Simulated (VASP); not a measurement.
# MgO (P6_3mc) in VASP: further runs, part 2 of 2

VASP 6.6.1. The steps go on from the part before.

### Step 3. Single point, PBEsol

This run uses another cell than the first one, of the same volume but with other edges.

INCAR reads:

```
PREC = Accurate ; ENCUT = 520
EDIFF = 1E-7 ; ISMEAR = 0
SIGMA = 0.05 ; LREAL = F
LASPH = T ; NELM = 80
ALGO = Normal ; ISIF = 2
LWAVE = F ; LCHARG = F
GGA = PS ; NBANDS = 16
```

KPOINTS reads:

```
Automatic mesh
0
Gamma
  9 9 6
```

POSCAR reads:

```
MgO
1.0
    3.3034678116      0.0000000000      0.0000000000
   -1.6517339058      2.8608870454      0.0000000000
    0.0000000000      0.0000000000      5.1198000000
Mg O
2 2
Direct
    0.3333333333      0.6666666667      0.0036583380
    0.6666666667      0.3333333333      0.5036583380
    0.3333333333      0.6666666667      0.4009416620
    0.6666666667      0.3333333333      0.9009416620
```

Potentials or basis: VASP PAW PBE potentials, release 64 (Mg, O).

Command:

```
$ cat potpaw_PBE.64/Mg/POTCAR potpaw_PBE.64/O/POTCAR > POTCAR
$ mpirun -np 1 vasp_std > vasp.out
```

Wall time 24 s (1 thread of Intel Xeon 6975P-C (Granite Rapids), shared host); peak memory 0.19 GiB.

Results (log left out):

```
Free energy            : -24.5370 eV
Pressure               : -2.3 GPa
Largest force          : 0.190 eV/Å
Band gap on the k mesh : 3.28 eV, direct
```

Forces in eV/Å, atoms in the order of the input:
```
Mg   0.000  0.000  0.190
Mg   0.000  0.000  0.190
O    0.000  0.000 -0.190
O    0.000  0.000 -0.190
```

Stress tensor (GPa, compression positive):
```
-1.30  0.00  0.00
 0.00 -1.30  0.00
 0.00  0.00 -4.45
```

Levels at points of the mesh, in eV from the valence-band top:
```tsv
k point	band 4	band 5	band 6	band 7	band 8	band 9	band 10	band 11	band 12	band 13
(0.00, 0.00, 0.00)	-0.66	-0.66	-0.36	-0.36	0.00	3.28	8.30	9.92	14.09	14.09
(0.00, 0.00, 0.50)	-2.00	-0.51	-0.51	-0.51	-0.51	5.76	5.76	12.76	12.76	14.56
```

Caveat: the PAW data sets were made with another functional, which shifts forces and pressure a little.

### Step 4. Single point, PBEsol

This run uses another cell than the first one, of 12.03 Å³/atom, 0.996 times its volume.

INCAR reads:

```
SYSTEM = MgO
ALGO     = Normal         ! electronic algorithm
EDIFF    = 1E-7           ! SCF threshold, eV
ENCUT    = 520            ! plane-wave cutoff, eV
GGA      = PS             ! functional
ISIF     = 2              ! what is computed and relaxed
ISMEAR   = 0              ! smearing method
LASPH    = .True.         ! aspherical terms in the spheres
LCHARG   = .False.        ! write CHGCAR
LREAL    = .False.        ! projectors in reciprocal space
LWAVE    = .False.        ! write WAVECAR
NBANDS   = 16             ! bands
NELM     = 80             ! most SCF steps
PREC     = Accurate       ! precision mode
SIGMA    = 0.05           ! smearing width, eV
```

KPOINTS reads:

```
k-points
0
Gamma
  9 9 6
  0 0 0
```

POSCAR reads:

```
MgO
1.0
    3.3613000000      0.0000000000      0.0000000000
   -1.6806500000      2.9109711897      0.0000000000
    0.0000000000      0.0000000000      4.9190000000
Mg O
2 2
Direct
    0.3333333333      0.6666666667      0.0036583380
    0.6666666667      0.3333333333      0.5036583380
    0.3333333333      0.6666666667      0.4009416620
    0.6666666667      0.3333333333      0.9009416620
```

Command:

```
$ cat potpaw_PBE.64/Mg/POTCAR potpaw_PBE.64/O/POTCAR > POTCAR
$ mpirun -np 1 vasp_std > vasp.out
```

Run time: 19 s. Hardware: 1 thread of Intel Xeon 6975P-C (Granite Rapids), shared host; peak memory 0.19 GiB.

Results (log left out):

| Property | Result |
| --- | --- |
| Free energy | -24.5176 eV |
| Pressure | -2.2 GPa |
| Largest force | 0.387 eV/Å |
| Band gap on the k mesh | 3.22 eV, direct |

Forces in eV/Å, atoms in the order of the input:
```
Mg   0.000  0.000 -0.387
Mg   0.000  0.000 -0.387
O    0.000  0.000  0.387
O    0.000  0.000  0.387
```

Stress tensor (GPa, compression positive):
```
-4.67  0.00  0.00
 0.00 -4.67  0.00
 0.00  0.00  2.71
```

Levels at points of the mesh, in eV from the valence-band top:
| k point | band 6 | band 7 | band 8 | band 9 | band 10 | band 11 |
| --- | --- | --- | --- | --- | --- | --- |
| (0.00, 0.00, 0.00) | -0.46 | -0.46 | 0.00 | 3.22 | 8.19 | 10.22 |
| (0.00, 0.00, 0.50) | -0.65 | -0.65 | -0.65 | 5.74 | 5.74 | 13.12 |

Caveat: the PAW data sets were made with another functional, which shifts forces and pressure a little. A k mesh can miss the band edges.

### Step 5. Single point, PBEsol

This run uses another cell than the first one, of 12.14 Å³/atom, 1.004 times its volume.

INCAR reads:

```
ALGO     = Normal         # electronic algorithm
EDIFF    = 1E-6           # SCF threshold, eV
ENCUT    = 520            # plane-wave cutoff, eV
GGA      = PS             # functional
ISIF     = 2              # what is computed and relaxed
ISMEAR   = 0              # smearing method
LASPH    = True           # aspherical terms in the spheres
LCHARG   = False          # write CHGCAR
LREAL    = False          # projectors in reciprocal space
LWAVE    = False          # write WAVECAR
NBANDS   = 16             # bands
NELM     = 60             # most SCF steps
PREC     = Accurate       # precision mode
SIGMA    = 0.05           # smearing width, eV
```

KPOINTS reads:

```
k-points
0
Gamma
  9 9 6
```

POSCAR reads:

```
MgO
1.0
    3.2457000000      0.0000000000      0.0000000000
   -1.6228500000      2.8108586531      0.0000000000
    0.0000000000      0.0000000000      5.3206000000
Mg O
2 2
Direct
    0.3333333333      0.6666666667      0.0036583380
    0.6666666667      0.3333333333      0.5036583380
    0.3333333333      0.6666666667      0.4009416620
    0.6666666667      0.3333333333      0.9009416620
```

Potentials or basis: VASP PAW PBE potentials, release 64 (Mg, O).

Command:

```
$ cat potpaw_PBE.64/Mg/POTCAR potpaw_PBE.64/O/POTCAR > POTCAR
$ mpirun -np 1 vasp_std > vasp.out
```

OUTCAR:

```text
EDIFF = 1E-6
   ENCUT = 520
   GGA = PS
   ISIF = 2
   ISMEAR = 0
   LASPH = True
   LREAL = False
   NELM = 60
   PREC = Accurate

 ion  position               nearest neighbor table
   1  0.333  0.667  0.004-   4 1.95   4 1.95   4 1.95   3 2.11   2 3.25   2 3.25   2 3.25   2 3.25
                             2 3.25   2 3.25
   2  0.667  0.333  0.504-   3 1.95   3 1.95   3 1.95   4 2.11   1 3.25   1 3.25   1 3.25   1 3.25
                             1 3.25   1 3.25
   3  0.333  0.667  0.401-   2 1.95   2 1.95   2 1.95   1 2.11
[... 655 lines left out ...]
 [... further k-points ...]
[... 5 lines left out ...]
  --------------------------------------------------------------------------------------
  -------------------------------------------------------------------------------------
  Total        0.8791996      0.8791996     -2.9083889      0.0000000      0.0000000     -0.0000000
  in kB       29.0195108     29.0195108    -95.9964284      0.0000000      0.0000000     -0.0000000
  external PRESSURE =     -12.6524690 kB  Pullay stress =       0.0000000 kB

 VOLUME and BASIS-vectors are now :
 -----------------------------------------------------------------------------
  energy-cutoff  :      520.00
  volume of cell :       48.54
      direct lattice vectors                 reciprocal lattice vectors
     3.245700000  0.000000000  0.000000000     0.308099948  0.177881588  0.000000000
    -1.622850000  2.810858653  0.000000000     0.000000000  0.355763175  0.000000000
     0.000000000  0.000000000  5.320600000     0.000000000  0.000000000  0.187948728

 POSITION                                       TOTAL-FORCE (eV/Angst)
 -----------------------------------------------------------------------------------
     -0.00000      1.87391      0.01946        -0.000000      0.000000      0.557046
      1.62285      0.93695      2.67976         0.000000      0.000000      0.557046
     -0.00000      1.87391      2.13325         0.000000     -0.000000     -0.557046
      1.62285      0.93695      4.79355         0.000000      0.000000     -0.557046
 -----------------------------------------------------------------------------------
    total drift:                               -0.000000      0.000000     -0.001222

  FREE ENERGIE OF THE ION-ELECTRON SYSTEM (eV)
  ---------------------------------------------------
  free  energy   TOTEN  =       -24.4461408359 eV

  energy  without entropy=      -24.4461408359  energy(sigma->0) =      -24.44614084
```

stdout:

```text
POSCAR found type information on POSCAR MgO
 POSCAR found :  2 types and       4 ions
 scaLAPACK will be used
 -----------------------------------------------------------------------------
|                                                                             |
|                                                                             |
|     You enforced a specific xc type in the INCAR file but a different       |
|     I HOPE YOU KNOW WHAT YOU ARE DOING!                                     |
|                                                                             |
 -----------------------------------------------------------------------------

 LDA part: xc-table for (Slater+PW92), standard interpolation
 POSCAR, INCAR and KPOINTS ok, starting setup
 FFT: planning ... GRIDC
 FFT: planning ... GRID_SOFT
 FFT: planning ... GRID
 WAVECAR not read
 entering main loop
```

Wall time 17 s (1 thread of Intel Xeon 6975P-C (Granite Rapids), shared host); peak memory 0.18 GiB.

Results:

- Free energy: -24.4461 eV
- Pressure: -1.3 GPa
- Largest force: 0.557 eV/Å
- Band gap on the k mesh: 3.35 eV, direct

Forces in eV/Å, atoms in the order of the input:
```
Mg   0.000  0.000  0.557
Mg   0.000  0.000  0.557
O    0.000  0.000 -0.557
O    0.000  0.000 -0.557
```

Levels at points of the mesh, in eV from the valence-band top:
| k point | band 4 | band 5 | band 6 | band 7 | band 8 | band 9 | band 10 | band 11 | band 12 | band 13 |
| --- | --- | --- | --- | --- | --- | --- | --- | --- | --- | --- |
| (0.00, 0.00, 0.00) | -0.45 | -0.45 | -0.22 | -0.22 | 0.00 | 3.35 | 8.50 | 9.65 | 14.71 | 14.71 |
| (0.00, 0.00, 0.50) | -1.96 | -0.34 | -0.34 | -0.34 | -0.34 | 5.81 | 5.81 | 12.48 | 12.48 | 15.17 |

Caveat: the PAW data sets were made with another functional, which shifts forces and pressure a little.

### Step 6. Summary

```csv
cell,gap on the mesh (eV),pressure (GPa),largest force (eV/Å)
"a = 3.477, b = 3.477, c = 4.618 Å, angles 90.0, 90.0, 120.0°, 4 atoms",3.10,-0.7,1.93
"a = 3.303, b = 3.303, c = 5.120 Å, angles 90.0, 90.0, 120.0°, 4 atoms",3.28,-2.3,0.19
"a = 3.361, b = 3.361, c = 4.919 Å, angles 90.0, 90.0, 120.0°, 4 atoms",3.22,-2.2,0.39
"a = 3.246, b = 3.246, c = 5.321 Å, angles 90.0, 90.0, 120.0°, 4 atoms",3.35,-1.3,0.56
```

Alike in all rows: task single point; level PBEsol; potentials or basis VASP PAW PBE potentials, release 64 (Mg, O); no spin polarisation; k mesh 9 × 9 × 6; cutoff (eV) 520; smearing gaussian 0.05 eV.

Caveats: the PAW data sets were made with another functional, which shifts forces and pressure a little.

Absolute energies hang on the potentials; compare differences alone.
